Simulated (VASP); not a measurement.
A run of VASP 6.6.1 is set up as follows.

The input POSCAR:

```
MgO2
1.0
    1.6649395541      0.9612532998      3.4939788749
   -1.6649395541      0.9612532998      3.4939788749
    0.0000000000     -1.9225065995      3.4939788749
Mg O
1 2
Direct
    0.0000000000      0.0000000000      0.0000000000
    0.4287860000      0.4287860000      0.4287860000
    0.5712140000      0.5712140000      0.5712140000
```

The input INCAR.step1:

```
SYSTEM = MgO2
PREC = Accurate
ENCUT = 520
ISMEAR = 0
SIGMA = 0.05
LREAL = .FALSE.
LASPH = .TRUE.
NELM = 80
NBANDS = 14
GGA = PE
ALGO = Normal
EDIFF = 1E-4
LWAVE = .TRUE.
LCHARG = .FALSE.
```

The input INCAR.step2:

```
SYSTEM = MgO2
PREC = Accurate
ENCUT = 520
EDIFF = 1E-6
ISMEAR = 0
SIGMA = 0.05
LREAL = .FALSE.
LASPH = .TRUE.
NELM = 80
ALGO = Normal
ISIF = 2
LWAVE = .FALSE.
LCHARG = .TRUE.
METAGGA = R2SCAN
LMIXTAU = .TRUE.
LELF = .TRUE.
LVHAR = .TRUE.
NBANDS = 14
ISTART = 1
```

KPOINTS

```
regular mesh
0
G
  12 12 12
  0 0 0
```

Potentials or basis: VASP PAW PBE potentials, release 64 (Mg, O).

Run with:

```sh
$ cat potpaw_PBE.64/Mg/POTCAR potpaw_PBE.64/O/POTCAR > POTCAR
$ cp INCAR.step1 INCAR
$ mpirun -np 1 vasp_std > vasp.out
$ cp INCAR.step2 INCAR
$ mpirun -np 1 vasp_std > vasp.out
```

Q: Estimate the band gap on the k mesh.

A: 2.99 eV.

Q: What does it give for the pressure?

A: -11.7 GPa.

Stress tensor (GPa, compression positive):
```
-14.53   0.00   0.00
  0.00 -14.53   0.00
  0.00   0.00  -6.00
```

Caveat: the cell differs from its parent crystal (strain +0.0375 x Voigt [1, 1, 0, 0, 0, 0]); the cell stands under tension; the PAW data sets were made with another functional, which shifts forces and pressure a little. A k mesh can miss the band edges.
